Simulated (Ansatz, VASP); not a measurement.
# In in VASP and in Ansatz

INCAR

```
PREC = Accurate
ENCUT = 520
EDIFF = 1E-8
ISMEAR = -1
SIGMA = 0.05
LREAL = F
LASPH = T
NELM = 60
ALGO = Normal
ISIF = 2
LWAVE = F
LCHARG = F
LEFG = T
NBANDS = 12
```

KPOINTS

```
regular mesh
0
Gamma
  14 14 14
```

File POSCAR:

```
In
1.0
   -1.6152359128      1.6152359128      2.4573458084
    1.6152359128     -1.6152359128      2.4573458084
    1.6152359128      1.6152359128     -2.4573458084
In
1
Direct
    0.0000000000      0.0000000000      0.0000000000
```

Input for Ansatz:

```yaml
crystal:
  lattice:
    - [-1.6152359128, 1.6152359128, 2.4573458084]
    - [1.6152359128, -1.6152359128, 2.4573458084]
    - [1.6152359128, 1.6152359128, -2.4573458084]
  atoms:
    - { symbol: In, position: [0.0, 0.0, 0.0] }
kpoints:
  mp_grid: { grid: [14, 14, 14] }
scf:
  occupations: { method: fermi_dirac, width: 0.05 }
hamiltonian:
  xc: lda
  pseudopotentials: { kind: all_electron, datasets: crystal }
output:
  forces: true
  stress: true
  eigenvalues: true
  efg: { contact_densities: true }
```

Change from the starting cell: volume scaled by 0.98, crystal datasets.

Alike in both runs: task electric field gradients; functional LDA; k mesh 14 × 14 × 14; occupations fermi-dirac, width 0.05 eV; no spin polarisation.

|  | VASP | Ansatz |
| --- | --- | --- |
| version | VASP 6.6.1 | Ansatz 0.2.0 |
| potentials or method | VASP PAW LDA potentials, release 64 (In_d), cutoff 520 eV | all-electron PAW with datasets made for the crystal, scalar-relativistic |

Ansatz gave:

```
pressure (GPa)                                                : -1.9
traceless stress, the component that is largest in VASP (GPa) : 0.31
size of Vzz on the site where it differs most (V/Å²)          : 22.5
```

Task: Estimate VASP's values.

Result: Pressure (GPa): -1.9; traceless stress, the component that is largest in VASP (GPa): 0.32; size of Vzz on the site where it differs most (V/Å²): 22.6.

LDA's correlation is that of Perdew and Zunger in VASP and of Perdew and Wang (1992) in Ansatz. Ansatz ran all-electron here, and VASP with PAW potentials.
